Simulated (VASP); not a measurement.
Set up this calculation in VASP 6.6.1, as the native input.

* Task: single point
* Functional: PBEsol
* Potentials or basis: VASP PAW PBE potentials, release 64 (B, N)
* Cutoff: 520 eV
* k mesh: 10 × 10 × 10
* Occupations: gaussian, width 0.01 eV
* Spin: no spin polarisation
* Dipole correction: no
* Further INCAR settings: ALGO = Normal; EDIFF = 1e-06; NBANDS = 11

The structure of BN lies in POSCAR:

```
BN
1.0
    0.0000000000      3.3995051204      2.1067161366
    1.2173233950      0.0000000000      2.1067161366
    1.2173233950      3.3995051204      0.0000000000
B N
1 1
Direct
    0.0000486500      0.0000486500      0.9999513500
    0.6666666667      0.6666666667      0.3333333333
```

One way to write it, as run:

INCAR

```
SYSTEM = BN
PREC     = Accurate       ! precision mode
ENCUT    = 520            ! plane-wave cutoff, eV
EDIFF    = 1E-6           ! SCF threshold, eV
ISMEAR   = 0              ! smearing method
SIGMA    = 0.01           ! smearing width, eV
LREAL    = .False.        ! projectors in reciprocal space
LASPH    = .True.         ! aspherical terms in the spheres
NELM     = 80             ! most SCF steps
ALGO     = Normal         ! electronic algorithm
ISIF     = 2              ! what is computed and relaxed
LWAVE    = .False.        ! write WAVECAR
LCHARG   = .False.        ! write CHGCAR
GGA      = PS             ! functional
NBANDS   = 11             ! bands
```

KPOINTS

```
Automatic mesh
0
Gamma
  10 10 10
  0 0 0
```

Potentials or basis: VASP PAW PBE potentials, release 64 (B, N).

Run with:

```console
$ cat potpaw_PBE.64/B/POTCAR potpaw_PBE.64/N/POTCAR > POTCAR
$ mpirun -np 1 vasp_std > vasp.out
```

It gave:

```
Pressure               : 23.3 GPa
Largest force          : 0.018 eV/Å
Band gap on the k mesh : 3.82 eV, indirect (least direct gap 4.89 eV)
```

Caveat: the PAW data sets were made with another functional, which shifts forces and pressure a little.

It took 14 s on 1 thread of Intel(R) Xeon(R) 6975P-C (Granite Rapids) (shared host), peak memory 0.15 GiB.
